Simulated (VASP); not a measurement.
# ZrMo3C (P4/nmm) in VASP: single point with PBE

Aim: the single point of ZrMo3C with PBE.

Everything below comes from runs of VASP 6.6.1. Logs are shortened: lines on timing, memory, paths and dates and some standing lists are left out, and cuts for length are marked.

**1. The cell of the first run**

The structure is tetragonal, space group P4/nmm (No. 129). The conventional cell has a = 3.262 Å, b = 3.262 Å, c = 14.022 Å, α = 90.00°, β = 90.00°, γ = 90.00°. Zr (site symmetry 4mm) has 5 C at 2.31 to 2.32 Å within 3.0 Å. Mo (site symmetry 4mm) has 14 Mo at 2.73 to 3.26 Å within 3.6 Å. Within 2.7 Å of Mo (site symmetry 4mm) lie 1 C at 2.07 Å and 4 Mo at 2.68 Å. Mo (site symmetry 4mm) has 13 Mo at 2.68 to 3.26 Å and 1 Zr at 3.48 Å within 3.5 Å. Within 2.7 Å of C (site symmetry 4mm) lie 1 Mo at 2.07 Å and 5 Zr at 2.31 to 2.32 Å.

**2. Single point, PBE**

The input, INCAR:

```
  PREC = Accurate
  ENCUT = 520
  EDIFF = 1E-6
  ISMEAR = 0
  SIGMA = 0.1
  LREAL = False
  LASPH = True
  NELM = 80
  ALGO = Normal
  ISIF = 2
  LWAVE = False
  LCHARG = True
  GGA = PE
  LELF = True
  LVHAR = True
  NBANDS = 69
```

The input, KPOINTS:

```
regular mesh
0
Gamma
  10 10 4
```

The input, POSCAR:

```
ZrMo3C
1.0
    3.2615242048      0.0000000000      0.0000000000
    0.0000000000      3.2615242048      0.0000000000
    0.0000000000      0.0000000000     14.0215460717
Zr Mo C
2 6 2
Direct
    0.0000000000      0.5000000000      0.9190459243
    0.5000000000      0.0000000000      0.0809540757
    0.5000000000      0.0000000000      0.5518183759
    0.0000000000      0.5000000000      0.4481816241
    0.5000000000      0.0000000000      0.7677767435
    0.0000000000      0.5000000000      0.2322232565
    0.5000000000      0.0000000000      0.3293749096
    0.0000000000      0.5000000000      0.6706250904
    0.5000000000      0.0000000000      0.9156223387
    0.0000000000      0.5000000000      0.0843776613
```

Potentials or basis: VASP PAW PBE potentials, release 64 (Zr_sv, Mo_sv, C).

Started as:

```bash
> cat potpaw_PBE.64/Zr_sv/POTCAR potpaw_PBE.64/Mo_sv/POTCAR potpaw_PBE.64/C/POTCAR > POTCAR
> mpirun -np 1 vasp_std > vasp.out
```

OUTCAR:

```text
PREC = Accurate
   ENCUT = 520
   EDIFF = 1E-6
   ISMEAR = 0
   LREAL = False
   LASPH = True
   NELM = 80
   ISIF = 2
   GGA = PE

 ion  position               nearest neighbor table
   1  0.000  0.500  0.919-   9 2.31   9 2.31   9 2.31   9 2.31  10 2.32   5 3.13   5 3.13   5 3.13
                             5 3.13   2 3.24   2 3.24   2 3.24   2 3.24   8 3.48
   2  0.500  0.000  0.081-  10 2.31  10 2.31  10 2.31  10 2.31   9 2.32   6 3.13   6 3.13   6 3.13
                             6 3.13   1 3.24   1 3.24   1 3.24   1 3.24   7 3.48
   3  0.500  0.000  0.552-   4 2.73   4 2.73   4 2.73   4 2.73   8 2.84   8 2.84   8 2.84   8 2.84
                             5 3.03   7 3.12
   4  0.000  0.500  0.448-   3 2.73   3 2.73   3 2.73   3 2.73   7 2.84   7 2.84   7 2.84   7 2.84
                             6 3.03   8 3.12
   5  0.500  0.000  0.768-   9 2.07   8 2.68   8 2.68   8 2.68   8 2.68   3 3.03   1 3.13   1 3.13
                             1 3.13   1 3.13
   6  0.000  0.500  0.232-  10 2.07   7 2.68   7 2.68   7 2.68   7 2.68   4 3.03   2 3.13   2 3.13
                             2 3.13   2 3.13
   7  0.500  0.000  0.329-   6 2.68   6 2.68   6 2.68   6 2.68   4 2.84   4 2.84   4 2.84   4 2.84
                             3 3.12   2 3.48
   8  0.000  0.500  0.671-   5 2.68   5 2.68   5 2.68   5 2.68   3 2.84   3 2.84   3 2.84   3 2.84
                             4 3.12   1 3.48
   9  0.500  0.000  0.916-   5 2.07   1 2.31   1 2.31   1 2.31   1 2.31   2 2.32
  10  0.000  0.500  0.084-   6 2.07   2 2.31   2 2.31   2 2.31   2 2.31   1 2.32

  LATTYP: Found a simple tetragonal cell.
 ALAT       =     3.2615242048
 C/A-ratio  =     4.2990777291

  Lattice vectors:

 A1 = (   3.2615242048,   0.0000000000,   0.0000000000)
 A2 = (   0.0000000000,   3.2615242048,   0.0000000000)
 A3 = (   0.0000000000,   0.0000000000,  14.0215460717)

Analysis of symmetry for initial positions (statically):
=====================================================================
 Subroutine PRICEL returns:
 Original cell was already a primitive cell.

 Routine SETGRP: Setting up the symmetry group for a
 simple tetragonal supercell.

 Subroutine GETGRP returns: Found 16 space group operations
 (whereof  8 operations were pure point group operations)
 out of a pool of 16 trial point group operations.

The static configuration has the point symmetry D_2d.
 The point group associated with its full space group is D_4h.

Analysis of symmetry for dynamics (positions and initial velocities):
=====================================================================
 Subroutine PRICEL returns:
 Original cell was already a primitive cell.

 Routine SETGRP: Setting up the symmetry group for a
 simple tetragonal supercell.

 Subroutine GETGRP returns: Found 16 space group operations
 (whereof  8 operations were pure point group operations)
 out of a pool of 16 trial point group operations.

The dynamic configuration has the point symmetry D_2d.
 The point group associated with its full space group is D_4h.

 Subroutine INISYM returns: Found 16 space group operations
 (whereof  8 operations are pure point group operations),
 and found     1 'primitive' translations

----------------------------------------------------------------------------------------

                                     Primitive cell

  volume of cell :     149.1548

  direct lattice vectors                    reciprocal lattice vectors
     3.261524205  0.000000000  0.000000000     0.306605114  0.000000000  0.000000000
     0.000000000  3.261524205  0.000000000     0.000000000  0.306605114  0.000000000
     0.000000000  0.000000000 14.021546072     0.000000000  0.000000000  0.071318811

  length of vectors
     3.261524205  3.261524205 14.021546072     0.306605114  0.306605114  0.071318811

  position of ions in fractional coordinates (direct lattice)
     0.000000000  0.500000000  0.919045924
     0.500000000  0.000000000  0.080954076
     0.500000000  0.000000000  0.551818376
     0.000000000  0.500000000  0.448181624
     0.500000000  0.000000000  0.767776744
     0.000000000  0.500000000  0.232223256
     0.500000000  0.000000000  0.329374910
     0.000000000  0.500000000  0.670625090
     0.500000000  0.000000000  0.915622339
     0.000000000  0.500000000  0.084377661

  ion indices of the primitive-cell ions
   primitive index   ion index
                 1           1
                 2           2
                 3           3
                 4           4
                 5           5
                 6           6
                 7           7
                 8           8
                 9           9
                10          10

----------------------------------------------------------------------------------------

 KPOINTS: regular mesh

Automatic generation of k-mesh.
 Grid dimensions read from file:
 generate k-points for:   10   10    4

 Generating k-lattice:

  Cartesian coordinates                     Fractional coordinates (reciprocal lattice)
     0.030660511  0.000000000  0.000000000     0.100000000  0.000000000  0.000000000
     0.000000000  0.030660511  0.000000000     0.000000000  0.100000000  0.000000000
     0.000000000  0.000000000  0.017829703     0.000000000  0.000000000  0.250000000

  Length of vectors
     0.030660511  0.030660511  0.017829703

  Shift w.r.t. Gamma in fractional coordinates (k-lattice)
     0.000000000  0.000000000  0.000000000

 Subroutine IBZKPT returns following result:
 ===========================================

 Found     63 irreducible k-points:

 Following reciprocal coordinates:
            Coordinates               Weight
  0.000000  0.000000  0.000000      1.000000
  0.100000  0.000000  0.000000      4.000000
  0.200000  0.000000  0.000000      4.000000
  0.300000  0.000000  0.000000      4.000000
  0.400000  0.000000  0.000000      4.000000
  0.500000  0.000000  0.000000      2.000000
[... 16 lines left out ...]
  0.100000  0.000000  0.250000      8.000000
  0.200000  0.000000  0.250000      8.000000
 [... further k-points ...]
   k-points           NKPTS =     63   k-points in BZ     NKDIM =     63   number of bands    NBANDS=     69
   number of dos      NEDOS =    301   number of ions     NIONS =     10
   total plane-waves  NPLWV =  62208
   dimension x,y,z NGX =    24 NGY =   24 NGZ =  108
   dimension x,y,z NGXF=    48 NGYF=   48 NGZF=  216
   ions per type =               2   6   2
   NGX,Y,Z   is equivalent  to a cutoff of  12.23, 12.23, 12.80 a.u.
   NGXF,Y,Z  is equivalent  to a cutoff of  24.47, 24.47, 25.61 a.u.
 SYSTEM =  unknown system
   PREC   = accura    normal or accurate (medium, high low for compatibility)
   ISTART =      0    job   : 0-new  1-cont  2-samecut
   ICHARG =      2    charge: 1-file 2-atom 10-const
   ISPIN  =      1    spin polarized calculation?
   LNONCOLLINEAR =      F non collinear calculations
   LSORBIT =      F    spin-orbit coupling
   LASPH  =      T    aspherical Exc in radial PAW
   ENCUT  =  520.0 eV  38.22 Ry    6.18 a.u.   6.06  6.06 26.07*2*pi/ulx,y,z
   NELM   =     80;   NELMIN=  2; NELMDL= -5     # of ELM steps
   EDIFF  = 0.1E-05   stopping-criterion for ELM
   LREAL  =      F    real-space projection
   EDIFFG = 0.1E-04   stopping-criterion for IOM
   NSW    =      0    number of steps for IOM
   IBRION =     -1    ionic relax: 0-MD 1-quasi-New 2-CG
   NFREE  =      0    steps in history (QN), initial steepest desc. (CG)
   ISIF   =      2    stress and relaxation
   ISYM   =      2    0-nonsym 1-usesym 2-fastsym
   POTIM  = 0.5000    time-step for ionic-motion
   TEBEG  =    0.0;   TEEND  =   0.0 temperature during run
   PSTRESS=    0.0 pullay stress
   NELECT =     116.0000    total number of electrons
   NUPDOWN=      -1.0000    fix difference up-down
   EMIN   =  10.00;   EMAX   =-10.00  energy-range for DOS
   EFERMI =   0.00;   METHOD = LEGACY
   ISMEAR =     0;   SIGMA  =   0.10  broadening in eV -4-tet -1-fermi 0-gaus
   EFERMI_NEDOS =   21; number of points for ismear=-14 and -15
   IALGO  =     38    algorithm
   IMIX   =      4    mixing-type and parameters
     AMIX     =   0.40;   BMIX     =  1.00
     AMIX_MAG =   1.60;   BMIX_MAG =  1.00
  volume/ion in A,a.u.               =      14.92       100.65
  Fermi-wavevector in a.u.,A,eV,Ry     =   1.505504  2.844989 30.838162  2.266541
  Thomas-Fermi vector in A             =   2.616344
   LORBIT       =      0    0 simple, 1 ext, 2 COOP (PROOUT), +10 PAW based schemes
   GGA     = PE    functional components
   LHFCALC =     F    Hartree Fock is set to
   AEXX    =    0.0000 exact exchange contribution
   IVDW    =     0    specifies the selected vdW correction
   LEPSILON=     F    determine dielectric tensor
   LRPA    =     F    only Hartree local field effects (RPA)
 non-spin polarized calculation
 Gauss-broadening in eV      SIGMA  =   0.10
  energy-cutoff  :      520.00
  volume of cell :      149.15
 maximum number of plane-waves:      4060
   NGX = 13   NGY = 13   NGZ = 53

 number of electron     115.9999991 magnetization

 Free energy of the ion-electron system (eV)
  ---------------------------------------------------
  ext. energy  EPLUGINS =         0.00000000
  ---------------------------------------------------
  free energy    TOTEN  =      -103.98658747 eV

  energy without entropy =     -103.95112032  energy(sigma->0) =     -103.96885390

 E-fermi :  11.1499     XC(G=0): -12.8043

 val. band max:       11.1474152599   @ k =   0.0000   0.0000   0.0000
 cond. band min:      11.1737464047   @ k =   0.5000   0.2000   0.2500
 fundamental gap:      0.0263311448
 Fermi energy:        11.1499480985

 k-point     1 :       0.0000    0.0000    0.0000
  band No.  band energies     occupation
      1     -49.8887      2.00000
      2     -49.7961      2.00000
      3     -49.7399      2.00000
      4     -49.6099      2.00000
      5     -49.4821      2.00000
      6     -49.4790      2.00000
[... 61 lines left out ...]
     68      13.0630      0.00000
     69      13.1400      0.00000
[... 1654 lines left out ...]
     68      12.9886      0.00000
     69      13.0713      0.00000

 [... further k-points ...]

------------------------ aborting loop because EDIFF is reached ----------------------------------------

  FORCE on cell =-STRESS in cart. coord.  units (eV):
  Direction    XX          YY          ZZ          XY          YZ          ZX
  --------------------------------------------------------------------------------------
  -------------------------------------------------------------------------------------
  Total        0.3528008      0.3528008      0.3333278      0.0000000      0.0000000     -0.0000000
  in kB        3.7896845      3.7896845      3.5805112      0.0000000      0.0000000     -0.0000000
  external PRESSURE =       3.7199601 kB  Pullay stress =       0.0000000 kB

 VOLUME and BASIS-vectors are now :
 -----------------------------------------------------------------------------
  energy-cutoff  :      520.00
  volume of cell :      149.15
      direct lattice vectors                 reciprocal lattice vectors
     3.261524205  0.000000000  0.000000000     0.306605114  0.000000000  0.000000000
     0.000000000  3.261524205  0.000000000     0.000000000  0.306605114  0.000000000
     0.000000000  0.000000000 14.021546072     0.000000000  0.000000000  0.071318811

 POSITION                                       TOTAL-FORCE (eV/Angst)
 -----------------------------------------------------------------------------------
      0.00000      1.63076     12.88644         0.000000      0.000000     -0.003488
      1.63076      0.00000      1.13510         0.000000      0.000000      0.003488
      1.63076      0.00000      7.73735        -0.000000      0.000000      0.007649
      0.00000      1.63076      6.28420         0.000000      0.000000     -0.007649
      1.63076      0.00000     10.76542        -0.000000      0.000000      0.011708
      0.00000      1.63076      3.25613         0.000000     -0.000000     -0.011708
      1.63076      0.00000      4.61835        -0.000000      0.000000      0.009045
      0.00000      1.63076      9.40320         0.000000     -0.000000     -0.009045
      1.63076      0.00000     12.83844         0.000000      0.000000      0.006794
      0.00000      1.63076      1.18311        -0.000000      0.000000     -0.006794
 -----------------------------------------------------------------------------------
    total drift:                                0.000000      0.000000      0.000000

  FREE ENERGIE OF THE ION-ELECTRON SYSTEM (eV)
  ---------------------------------------------------
  free  energy   TOTEN  =      -103.9865874743 eV

  energy  without entropy=     -103.9511203233  energy(sigma->0) =     -103.96885390
```

Wall time 11 min (1 thread of Intel Xeon Platinum 8259CL at 2.50GHz (Skylake/Cascade Lake), shared host); peak memory 0.57 GiB.

What came out:

| Property | Result |
| --- | --- |
| Free energy | -103.9866 eV |
| Pressure | 0.4 GPa |
| Largest force | 0.012 eV/Å |
| Band gap on the k mesh | zero (bands 58 and 59 overlap by 0.84 eV) |

Forces on the atoms (eV/Å):
```
Zr   0.000  0.000 -0.003
Zr   0.000  0.000  0.003
Mo   0.000  0.000  0.008
Mo   0.000  0.000 -0.008
Mo   0.000  0.000  0.012
Mo   0.000  0.000 -0.012
Mo   0.000  0.000  0.009
Mo   0.000  0.000 -0.009
C    0.000  0.000  0.007
C    0.000  0.000 -0.007
```
